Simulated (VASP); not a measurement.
# GaSb (F-43m) in VASP: further runs

The runs below take GaSb through single point, relaxation of cell and atoms, with PBEsol.

All numbers are computed with VASP 6.6.1; they aren't measurements. Logs are shortened: lines on timing, memory, paths and dates and some standing lists are left out, and cuts for length are marked.

## Step 1: The cell of the first run

The structure is cubic, space group F-43m (No. 216). The conventional cell has a = 6.111 Å, b = 6.111 Å, c = 6.111 Å, α = 90.00°, β = 90.00°, γ = 90.00°. Within 3.5 Å of Ga (site symmetry -43m) lie 4 Sb at 2.65 Å. Sb (site symmetry -43m) has 4 Ga at 2.65 Å within 3.5 Å.

## Step 2: Single point, PBEsol

Contents of INCAR:

```
SYSTEM = GaSb
PREC     = Accurate       ! precision mode
ENCUT    = 520            ! plane-wave cutoff, eV
EDIFF    = 1E-7           ! SCF threshold, eV
ISMEAR   = 0              ! smearing method
SIGMA    = 0.1            ! smearing width, eV
LREAL    = .FALSE.        ! projectors in reciprocal space
LASPH    = .TRUE.         ! aspherical terms in the spheres
NELM     = 100            ! most SCF steps
ALGO     = Normal         ! electronic algorithm
ISIF     = 2              ! what is computed and relaxed
LWAVE    = .FALSE.        ! write WAVECAR
LCHARG   = .FALSE.        ! write CHGCAR
GGA      = PS             ! functional
NBANDS   = 16             ! bands
```

Contents of KPOINTS:

```
Automatic mesh
0
G
  12 12 12
  0 0 0
```

Contents of POSCAR:

```
GaSb
1.0
    0.0000000000      3.0556827786      3.0556827786
    3.0556827786      0.0000000000      3.0556827786
    3.0556827786      3.0556827786      0.0000000000
Ga Sb
1 1
Direct
    0.0000000000      0.0000000000      0.0000000000
    0.2500000000      0.2500000000      0.2500000000
```

Potentials or basis: VASP PAW PBE potentials, release 64 (Ga_d, Sb).

The run is started by

```sh
> cat potpaw_PBE.64/Ga_d/POTCAR potpaw_PBE.64/Sb/POTCAR > POTCAR
> mpirun -np 1 vasp_std > vasp.out
```

OUTCAR:

```text
SYSTEM = GaSb
   PREC = Accurate
   ENCUT = 520
   EDIFF = 1E-7
   ISMEAR = 0
   LREAL = .FALSE.
   LASPH = .TRUE.
   NELM = 100
   ISIF = 2
   GGA = PS

 ion  position               nearest neighbor table
   1  0.000  0.000  0.000-   2 2.65   2 2.65   2 2.65   2 2.65
   2  0.250  0.250  0.250-   1 2.65   1 2.65   1 2.65   1 2.65

  LATTYP: Found a face centered cubic cell.
 ALAT       =     6.1113655572

  Lattice vectors:

 A1 = (   0.0000000000,   3.0556827786,   3.0556827786)
 A2 = (   3.0556827786,   0.0000000000,   3.0556827786)
 A3 = (   3.0556827786,   3.0556827786,   0.0000000000)

Analysis of symmetry for initial positions (statically):
=====================================================================
 Subroutine PRICEL returns:
 Original cell was already a primitive cell.

 Routine SETGRP: Setting up the symmetry group for a
 face centered cubic supercell.

 Subroutine GETGRP returns: Found 24 space group operations
 (whereof 24 operations were pure point group operations)
 out of a pool of 48 trial point group operations.

The static configuration has the point symmetry T_d .

Analysis of symmetry for dynamics (positions and initial velocities):
=====================================================================
 Subroutine PRICEL returns:
 Original cell was already a primitive cell.

 Routine SETGRP: Setting up the symmetry group for a
 face centered cubic supercell.

 Subroutine GETGRP returns: Found 24 space group operations
 (whereof 24 operations were pure point group operations)
 out of a pool of 48 trial point group operations.

The dynamic configuration has the point symmetry T_d .

 Subroutine INISYM returns: Found 24 space group operations
 (whereof 24 operations are pure point group operations),
 and found     1 'primitive' translations

----------------------------------------------------------------------------------------

                                     Primitive cell

  volume of cell :      57.0630

  direct lattice vectors                    reciprocal lattice vectors
     0.000000000  3.055682779  3.055682779    -0.163629551  0.163629551  0.163629551
     3.055682779  0.000000000  3.055682779     0.163629551 -0.163629551  0.163629551
     3.055682779  3.055682779  0.000000000     0.163629551  0.163629551 -0.163629551

  length of vectors
     4.321388028  4.321388028  4.321388028     0.283414695  0.283414695  0.283414695

  position of ions in fractional coordinates (direct lattice)
     0.000000000  0.000000000  0.000000000
     0.250000000  0.250000000  0.250000000

  ion indices of the primitive-cell ions
   primitive index   ion index
                 1           1
                 2           2

----------------------------------------------------------------------------------------

 KPOINTS: Automatic mesh

Automatic generation of k-mesh.
 Grid dimensions read from file:
 generate k-points for:   12   12   12

 Generating k-lattice:

  Cartesian coordinates                     Fractional coordinates (reciprocal lattice)
    -0.013635796  0.013635796  0.013635796     0.083333333  0.000000000  0.000000000
     0.013635796 -0.013635796  0.013635796     0.000000000  0.083333333  0.000000000
     0.013635796  0.013635796 -0.013635796     0.000000000  0.000000000  0.083333333

  Length of vectors
     0.023617891  0.023617891  0.023617891

  Shift w.r.t. Gamma in fractional coordinates (k-lattice)
     0.000000000  0.000000000  0.000000000

 Subroutine IBZKPT returns following result:
 ===========================================

 Found     72 irreducible k-points:

 Following reciprocal coordinates:
            Coordinates               Weight
  0.000000  0.000000  0.000000      1.000000
  0.083333  0.000000  0.000000      8.000000
  0.166667  0.000000  0.000000      8.000000
  0.250000  0.000000  0.000000      8.000000
  0.333333  0.000000  0.000000      8.000000
  0.416667  0.000000  0.000000      8.000000
[... 16 lines left out ...]
  0.500000  0.166667  0.000000     24.000000
 -0.416667  0.166667  0.000000     24.000000
 [... further k-points ...]
   k-points           NKPTS =     72   k-points in BZ     NKDIM =     72   number of bands    NBANDS=     16
   number of dos      NEDOS =    301   number of ions     NIONS =      2
   total plane-waves  NPLWV =  32768
   dimension x,y,z NGX =    32 NGY =   32 NGZ =   32
   dimension x,y,z NGXF=    64 NGYF=   64 NGZF=   64
   ions per type =               1   1
   NGX,Y,Z   is equivalent  to a cutoff of  12.31, 12.31, 12.31 a.u.
   NGXF,Y,Z  is equivalent  to a cutoff of  24.62, 24.62, 24.62 a.u.
 SYSTEM =  GaSb
   PREC   = accura    normal or accurate (medium, high low for compatibility)
   ISTART =      0    job   : 0-new  1-cont  2-samecut
   ICHARG =      2    charge: 1-file 2-atom 10-const
   ISPIN  =      1    spin polarized calculation?
   LNONCOLLINEAR =      F non collinear calculations
   LSORBIT =      F    spin-orbit coupling
   LASPH  =      T    aspherical Exc in radial PAW
   ENCUT  =  520.0 eV  38.22 Ry    6.18 a.u.   8.03  8.03  8.03*2*pi/ulx,y,z
   NELM   =    100;   NELMIN=  2; NELMDL= -5     # of ELM steps
   EDIFF  = 0.1E-06   stopping-criterion for ELM
   LREAL  =      F    real-space projection
   EDIFFG = 0.1E-05   stopping-criterion for IOM
   NSW    =      0    number of steps for IOM
   IBRION =     -1    ionic relax: 0-MD 1-quasi-New 2-CG
   NFREE  =      0    steps in history (QN), initial steepest desc. (CG)
   ISIF   =      2    stress and relaxation
   ISYM   =      2    0-nonsym 1-usesym 2-fastsym
   POTIM  = 0.5000    time-step for ionic-motion
   TEBEG  =    0.0;   TEEND  =   0.0 temperature during run
   PSTRESS=    0.0 pullay stress
   NELECT =      18.0000    total number of electrons
   NUPDOWN=      -1.0000    fix difference up-down
   EMIN   =  10.00;   EMAX   =-10.00  energy-range for DOS
   EFERMI =   0.00;   METHOD = LEGACY
   ISMEAR =     0;   SIGMA  =   0.10  broadening in eV -4-tet -1-fermi 0-gaus
   EFERMI_NEDOS =   21; number of points for ismear=-14 and -15
   IALGO  =     38    algorithm
   IMIX   =      4    mixing-type and parameters
     AMIX     =   0.40;   BMIX     =  1.00
     AMIX_MAG =   1.60;   BMIX_MAG =  1.00
  volume/ion in A,a.u.               =      28.53       192.54
  Fermi-wavevector in a.u.,A,eV,Ry     =   1.114416  2.105941 16.897393  1.241923
  Thomas-Fermi vector in A             =   2.251011
   LORBIT       =      0    0 simple, 1 ext, 2 COOP (PROOUT), +10 PAW based schemes
   GGA     = PS    functional components
   LHFCALC =     F    Hartree Fock is set to
   AEXX    =    0.0000 exact exchange contribution
   IVDW    =     0    specifies the selected vdW correction
   LEPSILON=     F    determine dielectric tensor
   LRPA    =     F    only Hartree local field effects (RPA)
 non-spin polarized calculation
 Gauss-broadening in eV      SIGMA  =   0.10
  energy-cutoff  :      520.00
  volume of cell :       57.06
 maximum number of plane-waves:      1572
   NGX = 17   NGY = 17   NGZ = 17

 number of electron      17.9999985 magnetization

 Free energy of the ion-electron system (eV)
  ---------------------------------------------------
  ext. energy  EPLUGINS =         0.00000000
  ---------------------------------------------------
  free energy    TOTEN  =        -8.15506924 eV

  energy without entropy =       -8.15494272  energy(sigma->0) =       -8.15500598

 E-fermi :   4.8218     XC(G=0):  -9.2812

 val. band max:        4.7772190479   @ k =   0.0000   0.0000   0.0000
 cond. band min:       5.1171958773   @ k =   0.5000   0.0000   0.0000
 fundamental gap:      0.3399768294
 Fermi energy:         4.8218455988

 k-point     1 :       0.0000    0.0000    0.0000
  band No.  band energies     occupation
      1     -10.2394      2.00000
      2     -10.2394      2.00000
      3     -10.2394      2.00000
      4     -10.1885      2.00000
      5     -10.1885      2.00000
      6      -6.7633      2.00000
[... 8 lines left out ...]
     15      13.3702      0.00000
     16      13.3702      0.00000

 k-point     2 :       0.0833    0.0000    0.0000
  band No.  band energies     occupation
      1     -10.2414      2.00000
      2     -10.2385      2.00000
      3     -10.2385      2.00000
      4     -10.1886      2.00000
      5     -10.1886      2.00000
      6      -6.6913      2.00000
[... 8 lines left out ...]
     15      12.8188      0.00000
     16      12.8188      0.00000

 k-point     3 :       0.1667    0.0000    0.0000
  band No.  band energies     occupation
      1     -10.2468      2.00000
      2     -10.2363      2.00000
      3     -10.2363      2.00000
      4     -10.1888      2.00000
      5     -10.1888      2.00000
      6      -6.4794      2.00000
[... 8 lines left out ...]
     15      12.3328      0.00000
     16      12.3328      0.00000

 k-point     4 :       0.2500    0.0000    0.0000
  band No.  band energies     occupation
      1     -10.2540      2.00000
      2     -10.2334      2.00000
      3     -10.2334      2.00000
      4     -10.1889      2.00000
      5     -10.1889      2.00000
      6      -6.1434      2.00000
[... 8 lines left out ...]
     15      12.3111      0.00000
     16      12.3111      0.00000
[... 324 lines left out ...]
 k-point    22 :       0.4167    0.1667    0.0000
  band No.  band energies     occupation
      1     -10.2687      2.00000
      2     -10.2269      2.00000
      3     -10.2253      2.00000
      4     -10.1924      2.00000
      5     -10.1870      2.00000
      6      -5.3421      2.00000
[... 8 lines left out ...]
     15      13.9331      0.00000
     16      14.6280      0.00000

 k-point    23 :       0.5000    0.1667    0.0000
  band No.  band energies     occupation
      1     -10.2713      2.00000
      2     -10.2261      2.00000
      3     -10.2246      2.00000
      4     -10.1914      2.00000
      5     -10.1876      2.00000
      6      -4.9893      2.00000
[... 8 lines left out ...]
     15      14.4732      0.00000
     16      14.6827      0.00000

 k-point    24 :      -0.4167    0.1667    0.0000
  band No.  band energies     occupation
      1     -10.2711      2.00000
      2     -10.2261      2.00000
      3     -10.2251      2.00000
      4     -10.1902      2.00000
      5     -10.1886      2.00000
      6      -4.9308      2.00000
[... 8 lines left out ...]
     15      13.4258      0.00000
     16      13.8174      0.00000

 [... further k-points ...]
[... 5 lines left out ...]
  --------------------------------------------------------------------------------------
  -------------------------------------------------------------------------------------
  Total        0.0333058      0.0333058      0.0333058     -0.0000000     -0.0000000      0.0000000
  in kB        0.9351376      0.9351376      0.9351376     -0.0000000     -0.0000000      0.0000000
  external PRESSURE =       0.9351376 kB  Pullay stress =       0.0000000 kB

 VOLUME and BASIS-vectors are now :
 -----------------------------------------------------------------------------
  energy-cutoff  :      520.00
  volume of cell :       57.06
      direct lattice vectors                 reciprocal lattice vectors
     0.000000000  3.055682779  3.055682779    -0.163629551  0.163629551  0.163629551
     3.055682779  0.000000000  3.055682779     0.163629551 -0.163629551  0.163629551
     3.055682779  3.055682779  0.000000000     0.163629551  0.163629551 -0.163629551

 POSITION                                       TOTAL-FORCE (eV/Angst)
 -----------------------------------------------------------------------------------
      0.00000      0.00000      0.00000         0.000000      0.000000      0.000000
      1.52784      1.52784      1.52784        -0.000000     -0.000000     -0.000000
 -----------------------------------------------------------------------------------
    total drift:                                0.000000      0.000000      0.000000

  FREE ENERGIE OF THE ION-ELECTRON SYSTEM (eV)
  ---------------------------------------------------
  free  energy   TOTEN  =        -8.1550692427 eV

  energy  without entropy=       -8.1549427199  energy(sigma->0) =       -8.15500598
```

Wall time 26 s (1 thread of AMD EPYC 9R45 (Zen 5), shared host); peak memory 0.19 GiB.

What came out:

| Quantity | Value |
| --- | --- |
| Free energy | -8.1551 eV |
| Pressure | 0.1 GPa |

Caveat: the PAW data sets were made with another functional, which shifts forces and pressure a little; spin-orbit coupling is left out, which moves the levels of the heavy elements.

## Step 3: Relaxation of cell and atoms, PBEsol

This run uses another cell than the first one, of 28.89 Å³/atom, 1.013 times its volume.

Contents of INCAR:

```
SYSTEM = GaSb
ALGO = Normal ; EDIFF = 1E-6
EDIFFG = -0.005 ; ENCUT = 600
GGA = PS ; IBRION = 2
ISIF = 3 ; ISMEAR = 0
LASPH = .TRUE. ; LCHARG = .FALSE.
LREAL = .FALSE. ; LWAVE = .FALSE.
NELM = 80 ; NSW = 100
PREC = Accurate ; SIGMA = 0.1
```

Contents of KPOINTS:

```
k-points
0
G
  12 12 12
  0 0 0
```

Contents of POSCAR:

```
GaSb
1.0
    0.0000000000      3.0686043200      3.0686043200
    3.0686043200      0.0000000000      3.0686043200
    3.0686043200      3.0686043200      0.0000000000
Ga Sb
1 1
Direct
    0.0000000000      0.0000000000      0.0000000000
    0.2500000000      0.2500000000      0.2500000000
```

Potentials or basis: VASP PAW PBE potentials, release 64 (Ga_d, Sb).

The run is started by

```sh
> cat potpaw_PBE.64/Ga_d/POTCAR potpaw_PBE.64/Sb/POTCAR > POTCAR
> mpirun -np 1 vasp_std > vasp.out
```

Run time: 91 s. Hardware: 1 thread of Intel Xeon Platinum 8259CL at 2.50GHz (Skylake/Cascade Lake), shared host; peak memory 0.25 GiB.

It converged, with:

| Item | Value |
| --- | --- |
| Free energy | -8.1551 eV |
| Relaxed volume | 28.57 Å³/atom |
| Relaxed cell | a = 4.323 Å, b = 4.323 Å, c = 4.323 Å, α = 60.00°, β = 60.00°, γ = 60.00° |
| Space group after relaxing (to 0.05 Å) | F-43m (No. 216) |
| Energy gained by relaxing | 0.6 meV/atom |
| Ionic steps | 3 |
| Pressure after relaxing | 0.0 GPa |

The path:
```tsv
step	energy change (eV)	largest force (eV/Å)	pressure (GPa)	volume (Å³)
1	0.0000	0.0000	-0.57	57.79
2	-0.0010	0.0000	0.17	56.94
3	-0.0011	0.0000	-0.01	57.14
```

Final structure:
```xyz
2
Lattice="0.0000 3.0571 3.0571 3.0571 0.0000 3.0571 3.0571 3.0571 0.0000" Properties=species:S:1:pos:R:3 pbc="T T T"
Ga    0.0000    0.0000    0.0000
Sb    1.5286    1.5286    1.5286
```

Levels at points of the mesh, in eV from the Fermi level:
| k point | band 7 | band 8 | band 9 | band 10 | band 11 | band 12 |
| --- | --- | --- | --- | --- | --- | --- |
| (0.00, 0.00, 0.00) | -0.06 | -0.06 | -0.06 | -0.05 | 2.70 | 2.70 |
| (0.50, 0.00, 0.00) | -6.46 | -1.22 | -1.22 | 0.29 | 3.66 | 3.66 |
| (0.50, 0.50, 0.00) | -6.90 | -2.65 | -2.65 | 0.78 | 1.10 | 8.62 |

Caveat: the PAW data sets were made with another functional, which shifts forces and pressure a little; spin-orbit coupling is left out, which moves the levels of the heavy elements.
